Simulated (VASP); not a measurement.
# H11C2NO4 in VASP: further runs, part 2 of 2

VASP 6.6.1. Earlier steps stand in the parts before.

### 3 Single point, PBE+D3(BJ)

INCAR reads:

```
SYSTEM = H11C2NO4
ALGO     = Normal         ! electronic algorithm
EDIFF    = 1E-6           ! SCF threshold, eV
ENCUT    = 520            ! plane-wave cutoff, eV
GGA      = PE             ! functional
ISIF     = 2              ! what is computed and relaxed
ISMEAR   = -1             ! smearing method
IVDW     = 12             ! dispersion correction
LASPH    = .TRUE.         ! aspherical terms in the spheres
LCHARG   = .FALSE.        ! write CHGCAR
LREAL    = Auto         
LWAVE    = .FALSE.        ! write WAVECAR
NBANDS   = 39             ! bands
NELM     = 100            ! most SCF steps
PREC     = Accurate       ! precision mode
SIGMA    = 0.05           ! smearing width, eV
```

KPOINTS reads:

```
k-points
0
G
  1 1 1
  0 0 0
```

POSCAR reads:

```
H11C2NO4
1.0
    5.9154820000      0.0000000000      0.0000000000
    0.0000000000      5.9154820000      0.0000000000
    0.0000000000      0.0000000000      5.9154820000
O H C N
4 11 2 1
Direct
    0.6526602566      0.5772648788      0.4826149416
    0.4131362415      0.2307504274      0.5202112017
    0.4269812671      0.8494151449      0.7643840350
   -0.0037359593      0.4100933787      0.7588223580
    0.7237618169      0.5973308684      0.3350699064
    0.5617462787      0.4273700774      0.4674344373
    0.4542148890      0.0940582695      0.6119873241
    0.3136684382      0.1536307608      0.4045824161
    0.2816338550      0.7942548046      0.7147515621
    0.5195857244      0.7626935557      0.6547057366
   -0.1289835723      0.4251048351      0.6532350196
    0.1149525939      0.3275303686      0.6846948397
    0.6680436184      0.8528130083      1.0191561736
    0.8490770490      0.9688644138      0.8154703201
    0.8997407143      0.6834269803      0.9046769139
    0.8415713208      0.8474372841      0.9628632122
    0.9924296955      0.9437946054      1.1310489999
    1.0935203589      1.0001044716      1.2852545236
```

Potentials or basis: VASP PAW PBE potentials, release 64 (O, H, C, N).

Launch:

```console
$ cat potpaw_PBE.64/O/POTCAR potpaw_PBE.64/H/POTCAR potpaw_PBE.64/C/POTCAR potpaw_PBE.64/N/POTCAR > POTCAR
$ mpirun -np 1 vasp_gam > vasp.out
```

OUTCAR:

```text
SYSTEM = H11C2NO4
   EDIFF = 1E-6
   ENCUT = 520
   GGA = PE
   ISIF = 2
   ISMEAR = -1
   IVDW = 12
   LASPH = .TRUE.
   LREAL = Auto
   NELM = 100
   PREC = Accurate
 IVDW          = 12

 ion  position               nearest neighbor table
   1  0.653  0.577  0.483-   5 0.98   6 1.04
   2  0.413  0.231  0.520-   7 1.00   8 1.01
   3  0.427  0.849  0.764-   9 0.97  10 0.99
   4  0.996  0.410  0.759-  12 0.96  11 0.97
   5  0.724  0.597  0.335-   1 0.98
   6  0.562  0.427  0.467-   1 1.04
   7  0.454  0.094  0.612-   2 1.00
   8  0.314  0.154  0.405-   2 1.01
   9  0.282  0.794  0.715-   3 0.97
  10  0.520  0.763  0.655-   3 0.99
  11  0.871  0.425  0.653-   4 0.97
  12  0.115  0.328  0.685-   4 0.96
  13  0.668  0.853  0.019-  16 1.08
  14  0.849  0.969  0.815-  16 1.13
  15  0.900  0.683  0.905-  16 1.09
  16  0.842  0.847  0.963-  13 1.08  15 1.09  14 1.13  17 1.45
  17  0.992  0.944  0.131-  18 1.14  16 1.45
  18  0.094  0.000  0.285-  17 1.14

  LATTYP: Found a simple cubic cell.
 ALAT       =     5.9154820000

[... 192 lines left out ...]
 fundamental gap:      5.1786505348
 Fermi energy:        -2.4687382576

 k-point     1 :       0.0000    0.0000    0.0000
  band No.  band energies     occupation
      1     -22.6604      2.00000
      2     -22.0570      2.00000
      3     -21.6855      2.00000
      4     -21.6163      2.00000
      5     -20.0649      2.00000
      6     -15.8769      2.00000
[... 28 lines left out ...]
     35       7.1922      0.00000
     36       7.4556      0.00000
 [bands above 36 left out]

------------------------ aborting loop because EDIFF is reached ----------------------------------------

 Edisp (eV)   -0.66402

 E8    (eV) :    -0.1438

  FORCE on cell =-STRESS in cart. coord.  units (eV):
  Direction    XX          YY          ZZ          XY          YZ          ZX
  --------------------------------------------------------------------------------------
  -------------------------------------------------------------------------------------
  Total       3.55134     0.39511     2.45427    -0.38007     1.17196     2.20372
  in kB      27.48731     3.05813    18.99600    -2.94177     9.07096    17.05680
  external pressure =       16.51 kB  Pullay stress =        0.00 kB

 VOLUME and BASIS-vectors are now :
 -----------------------------------------------------------------------------
  energy-cutoff  :      520.00
  volume of cell :      207.00
      direct lattice vectors                 reciprocal lattice vectors
     5.915482000  0.000000000  0.000000000     0.169047932  0.000000000  0.000000000
     0.000000000  5.915482000  0.000000000     0.000000000  0.169047932  0.000000000
     0.000000000  0.000000000  5.915482000     0.000000000  0.000000000  0.169047932

 POSITION                                       TOTAL-FORCE (eV/Angst)
 -----------------------------------------------------------------------------------
      3.86080      3.41480      2.85490         0.133965     -0.590883     -0.635666
      2.44390      1.36500      3.07730        -0.499421     -0.899857     -0.506743
      2.52580      5.02470      4.52170        -0.141240      0.052556     -0.496517
      5.89338      2.42590      4.48880        -0.220868      0.071498      0.747311
      4.28140      3.53350      1.98210        -0.050125      0.195835      0.225329
      3.32300      2.52810      2.76510         0.053201      0.490394      0.377989
[... 10 lines left out ...]
      5.87070      5.58300      0.77522        -2.252829     -1.703749     -2.080913
      0.55322      0.00062      1.68742         1.782051      1.136511      2.128740
 -----------------------------------------------------------------------------------
    total drift:                               -0.010838     -0.005358     -0.010091

  FREE ENERGIE OF THE ION-ELECTRON SYSTEM (eV)
  ---------------------------------------------------
  free  energy   TOTEN  =       -95.7348976643 eV

  energy  without entropy=      -95.7348976643  energy(sigma->0) =      -95.73489766
```

It took 14 s on 1 thread of Intel Xeon 6975P-C (Granite Rapids), shared host; peak memory 0.32 GiB.

Results:

```
Free energy                : -95.7349 eV
Pressure                   : 1.7 GPa
Largest force              : 3.508 eV/Å
Band gap on the k mesh     : 5.18 eV
Dispersion energy per atom : -0.037 eV
```

Forces on the atoms (eV/Å):
```
O    0.134 -0.591 -0.636
O   -0.499 -0.900 -0.507
O   -0.141  0.053 -0.497
O   -0.221  0.071  0.747
H   -0.050  0.196  0.225
H    0.053  0.490  0.378
H   -0.081  0.346  0.285
H    0.152  0.506  0.342
H   -0.831 -0.020  0.173
H    0.574 -0.301 -0.054
H   -0.189  0.247 -0.448
H    0.732 -0.332 -0.473
H   -0.454 -0.141  0.328
H   -0.055 -0.538  0.378
H    0.084 -0.495  0.118
C    1.263  1.975 -0.409
C   -2.253 -1.704 -2.081
N    1.782  1.137  2.129
```

Stress tensor (GPa, compression positive):
```
 2.75 -0.29  1.71
-0.29  0.31  0.91
 1.71  0.91  1.90
```

Levels at points of the mesh, in eV from the valence-band top:
| k point | band 20 | band 21 | band 22 | band 23 | band 24 | band 25 | band 26 | band 27 | band 28 | band 29 |
| --- | --- | --- | --- | --- | --- | --- | --- | --- | --- | --- |
| (0.00, 0.00, 0.00) | -1.44 | -0.74 | -0.43 | -0.35 | 0.00 | 5.18 | 6.26 | 6.57 | 8.47 | 8.96 |

Caveat: the k points lie up to 1.06 Å⁻¹ apart.

### 4 Single point, PBE+D3(BJ)

INCAR reads:

```
PREC = Accurate
ENCUT = 520
EDIFF = 1E-6
ISMEAR = -1
SIGMA = 0.05
LREAL = Auto
LASPH = T
NELM = 100
ALGO = Normal
ISIF = 2
LWAVE = F
LCHARG = F
GGA = PE
IVDW = 12
NBANDS = 39
```

KPOINTS reads:

```
regular mesh
0
Gamma
  1 1 1
```

POSCAR reads:

```
H11C2NO4
1.0
    5.9154820000      0.0000000000      0.0000000000
    0.0000000000      5.9154820000      0.0000000000
    0.0000000000      0.0000000000      5.9154820000
O H C N
4 11 2 1
Direct
    0.6680436184      0.6174137627      0.4644930033
    0.4119190964      0.2692933560      0.5289340750
    0.3907542953      0.8599299263      0.7474623370
    0.0235145674      0.4048867024      0.7594309306
    0.6526433518      0.6479776289      0.3013955583
    0.5733936812      0.4711027774      0.4896135260
    0.4178695836      0.1232359426      0.6300416433
    0.3000431748      0.2327620978      0.4095862349
    0.2237518430      0.8561770622      0.7375392233
    0.4488898791      0.7478342424      0.6374966571
   -0.0913365978      0.4411305790      0.6482481056
    0.1780919966      0.4045486065      0.7001120112
    0.6385954686      0.8679597030      1.0775960437
    0.8020141047      0.9844337283      0.8508013379
    0.8485022860      0.6877207977      0.9234919488
    0.8056824448      0.8648323163      0.9916689798
    0.9797172910      0.9269405266      1.1498809395
    1.1128256328      0.9991916128      1.2796252275
```

Launch:

```console
$ cat potpaw_PBE.64/O/POTCAR potpaw_PBE.64/H/POTCAR potpaw_PBE.64/C/POTCAR potpaw_PBE.64/N/POTCAR > POTCAR
$ mpirun -np 1 vasp_gam > vasp.out
```

Wall time 13 s (1 thread of Intel Xeon 6975P-C (Granite Rapids), shared host); peak memory 0.32 GiB.

It converged, with:

```
Free energy                : -95.6279 eV
Pressure                   : -2.0 GPa
Largest force              : 1.960 eV/Å
Band gap on the k mesh     : 4.86 eV
Dispersion energy per atom : -0.037 eV
```

Forces in eV/Å, atoms in the order of the input:
```
O   -0.682 -0.771 -0.219
O   -0.151 -1.013  0.826
O   -1.024  0.396  0.062
O   -0.313 -0.077  1.204
H    0.116 -0.201  0.712
H    0.499  0.534 -0.354
H   -0.011  0.982 -1.136
H    0.318 -0.384  0.353
H    0.727 -0.199 -0.042
H    0.224  0.296 -0.176
H    0.392  0.240 -0.707
H   -0.329 -0.115 -0.574
H    0.186  0.068 -0.349
H    0.026  0.144 -0.130
H   -0.439  1.079  0.419
C    0.472 -1.469  0.137
C    1.027  1.230  1.129
N   -1.039 -0.740 -1.156
```

Stress tensor (GPa, compression positive):
```
-2.16  0.19 -0.36
 0.19 -2.50  0.40
-0.36  0.40 -1.23
```

Levels at points of the mesh, in eV from the valence-band top:
```csv
k point,band 21,band 22,band 23,band 24,band 25,band 26,band 27,band 28
"(0.00, 0.00, 0.00)",-0.95,-0.76,-0.45,0.00,4.86,5.91,6.09,8.04
```

Caveat: the k points lie up to 1.06 Å⁻¹ apart.
